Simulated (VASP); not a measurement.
# La (Im-3m) in VASP: notebook

The runs below take La through single point, with PBE.

Everything below comes from runs of VASP 6.6.1. Logs are shortened: lines on timing, memory, paths and dates and some standing lists are left out, and cuts for length are marked.

### Step 1. The cell of the first run

It takes space group Im-3m (No. 229, cubic). Conventional cell: a = 4.119 Å, b = 4.119 Å, c = 4.119 Å, α = 90.00°, β = 90.00°, γ = 90.00°. Within 4.7 Å of La (site symmetry m-3m) lie 14 La at 3.57 to 4.12 Å.

### Step 2. Single point, PBE (volume scaled by 0.92)

INCAR

```
  ALGO = Normal
  EDIFF = 1E-6
  ENCUT = 520
  GGA = PE
  ISIF = 2
  ISMEAR = -1
  LASPH = True
  LCHARG = False
  LREAL = False
  LWAVE = False
  NBANDS = 12
  NELM = 80
  PREC = Accurate
  SIGMA = 0.1
```

KPOINTS

```
k-points
0
Gamma
  12 12 12
```

POSCAR

```
La
1.0
   -2.0594374059      2.0594374059      2.0594374059
    2.0594374059     -2.0594374059      2.0594374059
    2.0594374059      2.0594374059     -2.0594374059
La
1
Direct
    0.0000000000      0.0000000000      0.0000000000
```

Potentials or basis: VASP PAW PBE potentials, release 64 (La).

Command:

```bash
$ cat potpaw_PBE.64/La/POTCAR > POTCAR
$ mpirun -np 1 vasp_std > vasp.out
```

OUTCAR:

```text
EDIFF = 1E-6
   ENCUT = 520
   GGA = PE
   ISIF = 2
   ISMEAR = -1
   LASPH = True
   LREAL = False
   NELM = 80
   PREC = Accurate

 ion  position               nearest neighbor table
   1  0.000  0.000  0.000-

  LATTYP: Found a body centered cubic cell.
 ALAT       =     4.1188748118

  Lattice vectors:

 A1 = (  -2.0594374059,   2.0594374059,   2.0594374059)
 A2 = (   2.0594374059,  -2.0594374059,   2.0594374059)
 A3 = (   2.0594374059,   2.0594374059,  -2.0594374059)

Analysis of symmetry for initial positions (statically):
=====================================================================
 Subroutine PRICEL returns:
 Original cell was already a primitive cell.

 Routine SETGRP: Setting up the symmetry group for a
 body centered cubic supercell.

 Subroutine GETGRP returns: Found 48 space group operations
 (whereof 48 operations were pure point group operations)
 out of a pool of 48 trial point group operations.

The static configuration has the point symmetry O_h .

Analysis of symmetry for dynamics (positions and initial velocities):
=====================================================================
 Subroutine PRICEL returns:
 Original cell was already a primitive cell.

 Routine SETGRP: Setting up the symmetry group for a
 body centered cubic supercell.

 Subroutine GETGRP returns: Found 48 space group operations
 (whereof 48 operations were pure point group operations)
 out of a pool of 48 trial point group operations.

The dynamic configuration has the point symmetry O_h .

 Subroutine INISYM returns: Found 48 space group operations
 (whereof 48 operations are pure point group operations),
 and found     1 'primitive' translations

----------------------------------------------------------------------------------------

                                     Primitive cell

  volume of cell :      34.9386

  direct lattice vectors                    reciprocal lattice vectors
    -2.059437406  2.059437406  2.059437406     0.000000000  0.242784752  0.242784752
     2.059437406 -2.059437406  2.059437406     0.242784752  0.000000000  0.242784752
     2.059437406  2.059437406 -2.059437406     0.242784752  0.242784752  0.000000000

  length of vectors
     3.567050222  3.567050222  3.567050222     0.343349489  0.343349489  0.343349489

  position of ions in fractional coordinates (direct lattice)
     0.000000000  0.000000000  0.000000000
[... 75 lines left out ...]
   NELM   =     80;   NELMIN=  2; NELMDL= -5     # of ELM steps
   EDIFF  = 0.1E-05   stopping-criterion for ELM
   LREAL  =      F    real-space projection
   EDIFFG = 0.1E-04   stopping-criterion for IOM
   NSW    =      0    number of steps for IOM
   IBRION =     -1    ionic relax: 0-MD 1-quasi-New 2-CG
   NFREE  =      0    steps in history (QN), initial steepest desc. (CG)
   ISIF   =      2    stress and relaxation
   ISYM   =      2    0-nonsym 1-usesym 2-fastsym
   POTIM  = 0.5000    time-step for ionic-motion
   TEBEG  =    0.0;   TEEND  =   0.0 temperature during run
   PSTRESS=    0.0 pullay stress
   NELECT =      11.0000    total number of electrons
   NUPDOWN=      -1.0000    fix difference up-down
   EMIN   =  10.00;   EMAX   =-10.00  energy-range for DOS
   EFERMI =   0.00;   METHOD = LEGACY
   ISMEAR =    -1;   SIGMA  =   0.10  broadening in eV -4-tet -1-fermi 0-gaus
   EFERMI_NEDOS =   21; number of points for ismear=-14 and -15
   IALGO  =     38    algorithm
   IMIX   =      4    mixing-type and parameters
     AMIX     =   0.40;   BMIX     =  1.00
     AMIX_MAG =   1.60;   BMIX_MAG =  1.00
  volume/ion in A,a.u.               =      34.94       235.78
  Fermi-wavevector in a.u.,A,eV,Ry     =   1.113706  2.104599 16.875857  1.240341
  Thomas-Fermi vector in A             =   2.250293
   LORBIT       =      0    0 simple, 1 ext, 2 COOP (PROOUT), +10 PAW based schemes
   GGA     = PE    functional components
   LHFCALC =     F    Hartree Fock is set to
   AEXX    =    0.0000 exact exchange contribution
   IVDW    =     0    specifies the selected vdW correction
   LEPSILON=     F    determine dielectric tensor
   LRPA    =     F    only Hartree local field effects (RPA)
 non-spin polarized calculation
  energy-cutoff  :      520.00
  volume of cell :       34.94
 maximum number of plane-waves:       962
   NGX = 13   NGY = 13   NGZ = 13

 number of electron      10.9999999 magnetization

 Free energy of the ion-electron system (eV)
  ---------------------------------------------------
  ext. energy  EPLUGINS =         0.00000000
  ---------------------------------------------------
  free energy    TOTEN  =        -4.78125157 eV

  energy without entropy =       -4.69770395  energy(sigma->0) =       -4.73947776

 E-fermi :   8.4463     XC(G=0):  -9.8115

 val. band max:        8.4400593378   @ k =   0.2500   0.1667   0.0000
 cond. band min:       8.4518682631   @ k =   0.1667   0.1667   0.0833
 fundamental gap:      0.0118089253
 Fermi energy:         8.4463328687

 k-point     1 :       0.0000    0.0000    0.0000
  band No.  band energies     occupation
      1     -24.3481      2.00000
      2      -7.2030      2.00000
      3      -7.2030      2.00000
      4      -7.2030      2.00000
      5       5.3398      2.00000
      6      10.0024      0.00000
      7      10.0024      0.00000
      8      10.0024      0.00000
      9      10.0587      0.00000
     10      10.0587      0.00000
     11      10.0587      0.00000
     12      10.9031      0.00000
[... 331 lines left out ...]
 k-point    24 :       0.4167    0.0833    0.0833
  band No.  band energies     occupation
      1     -24.0769      2.00000
      2      -8.7382      2.00000
      3      -7.8040      2.00000
      4      -7.3478      2.00000
      5       7.0541      2.00000
      6       8.2142      1.82127
      7      10.1799      0.00000
      8      10.2152      0.00000
      9      10.4637      0.00000
     10      10.7538      0.00000
     11      10.7572      0.00000
     12      10.8334      0.00000

 [... further k-points ...]
[... 5 lines left out ...]
  --------------------------------------------------------------------------------------
  -------------------------------------------------------------------------------------
  Total        0.5385432      0.5385432      0.5385432      0.0000000      0.0000000      0.0000000
  in kB       24.6959258     24.6959258     24.6959258      0.0000000      0.0000000      0.0000000
  external PRESSURE =      24.6959258 kB  Pullay stress =       0.0000000 kB

 VOLUME and BASIS-vectors are now :
 -----------------------------------------------------------------------------
  energy-cutoff  :      520.00
  volume of cell :       34.94
      direct lattice vectors                 reciprocal lattice vectors
    -2.059437406  2.059437406  2.059437406     0.000000000  0.242784752  0.242784752
     2.059437406 -2.059437406  2.059437406     0.242784752  0.000000000  0.242784752
     2.059437406  2.059437406 -2.059437406     0.242784752  0.242784752  0.000000000

 POSITION                                       TOTAL-FORCE (eV/Angst)
 -----------------------------------------------------------------------------------
      0.00000      0.00000      0.00000        -0.000000      0.000000      0.000000
 -----------------------------------------------------------------------------------
    total drift:                                0.000000      0.000000      0.000000

  FREE ENERGIE OF THE ION-ELECTRON SYSTEM (eV)
  ---------------------------------------------------
  free  energy   TOTEN  =        -4.7812515716 eV

  energy  without entropy=       -4.6977039488  energy(sigma->0) =       -4.73947776
```

OSZICAR:

```text
N       E                     dE             d eps       ncg     rms          rms(c)
DAV:   1     0.949819925109E+02    0.94982E+02   -0.37830E+03  1752   0.117E+03
DAV:   2     0.146096107134E+01   -0.93521E+02   -0.89595E+02  2216   0.182E+02
DAV:   3    -0.450469016950E+01   -0.59657E+01   -0.57307E+01  2460   0.765E+01
DAV:   4    -0.478643658320E+01   -0.28175E+00   -0.27574E+00  3204   0.112E+01
DAV:   5    -0.479507492338E+01   -0.86383E-02   -0.86174E-02  2976   0.194E+00    0.235E+00
DAV:   6    -0.478012354220E+01    0.14951E-01   -0.13324E-02  3296   0.972E-01    0.138E+00
DAV:   7    -0.477706980171E+01    0.30537E-02   -0.39133E-02  2308   0.155E+00    0.211E-01
DAV:   8    -0.477875652182E+01   -0.16867E-02   -0.38360E-03  3044   0.428E-01    0.192E-01
DAV:   9    -0.478075457656E+01   -0.19981E-02   -0.49744E-03  2296   0.466E-01    0.110E-01
DAV:  10    -0.478133731452E+01   -0.58274E-03   -0.24413E-03  3044   0.507E-01    0.154E-01
DAV:  11    -0.478125264904E+01    0.84665E-04   -0.41953E-04  3196   0.252E-01    0.136E-02
DAV:  12    -0.478125113530E+01    0.15137E-05   -0.18803E-05  3120   0.427E-02    0.121E-02
DAV:  13    -0.478125157165E+01   -0.43634E-06   -0.16414E-06  2936   0.134E-02
   1 F= -.47812516E+01 E0= -.47394778E+01  d E =-.835476E-01
```

stdout:

```text
POSCAR found type information on POSCAR La
 POSCAR found :  1 types and       1 ions
 scaLAPACK will be used
 LDA part: xc-table for (Slater+PW92), standard interpolation
 POSCAR, INCAR and KPOINTS ok, starting setup
 FFT: planning ... GRIDC
 FFT: planning ... GRID_SOFT
 FFT: planning ... GRID
 WAVECAR not read
 entering main loop
```

Run time: 31 s. Hardware: 1 thread of Intel Xeon Platinum 8375C at 2.90GHz (Ice Lake), shared host; peak memory 0.19 GiB.

What came out:

```yaml
Free_energy: -4.7813 eV
Pressure: 2.5 GPa
```

Levels at points of the mesh, in eV from the Fermi level:
```
           k point  band 4  band 5  band 6  band 7  band 8  band 9
(0.00, 0.00, 0.00)  -15.65   -3.11    1.56    1.56    1.56    1.61
(0.50, 0.00, 0.00)  -15.68   -1.89   -0.25    1.62    1.75    2.02
(0.50, 0.50, 0.50)  -16.75   -2.06   -2.06    1.79    1.98    1.98
```

Caveat: spin-orbit coupling is left out, which moves the levels of the heavy elements.

### Step 3. Single point, PBE (volume scaled by 0.96)

INCAR

```
PREC     = Accurate       # precision mode
ENCUT    = 520            # plane-wave cutoff, eV
EDIFF    = 1E-6           # SCF threshold, eV
ISMEAR   = -1             # smearing method
SIGMA    = 0.1            # smearing width, eV
LREAL    = F              # projectors in reciprocal space
LASPH    = T              # aspherical terms in the spheres
NELM     = 80             # most SCF steps
ALGO     = Normal         # electronic algorithm
ISIF     = 2              # what is computed and relaxed
LWAVE    = F              # write WAVECAR
LCHARG   = F              # write CHGCAR
GGA      = PE             # functional
NBANDS   = 12             # bands
```

KPOINTS

```
regular mesh
0
Gamma
  12 12 12
```

POSCAR

```
La
1.0
   -2.0888619157      2.0888619157      2.0888619157
    2.0888619157     -2.0888619157      2.0888619157
    2.0888619157      2.0888619157     -2.0888619157
La
1
Direct
    0.0000000000      0.0000000000      0.0000000000
```

Potentials or basis: VASP PAW PBE potentials, release 64 (La).

Command:

```bash
$ cat potpaw_PBE.64/La/POTCAR > POTCAR
$ mpirun -np 1 vasp_std > vasp.out
```

Wall time 44 s (1 thread of Intel Xeon Platinum 8375C at 2.90GHz (Ice Lake), shared host); peak memory 0.19 GiB.

Results (log left out):

- Free energy: -4.7987 eV
- Pressure: 1.2 GPa

Levels at points of the mesh, in eV from the Fermi level:
```tsv
k point	band 4	band 5	band 6	band 7	band 8	band 9
(0.00, 0.00, 0.00)	-15.80	-3.16	1.51	1.51	1.51	1.55
(0.50, 0.00, 0.00)	-15.83	-1.83	-0.21	1.55	1.65	1.92
(0.50, 0.50, 0.50)	-16.78	-1.94	-1.94	1.71	1.88	1.88
```

Caveat: spin-orbit coupling is left out, which moves the levels of the heavy elements.

(Part 1 of 2 ends here.)
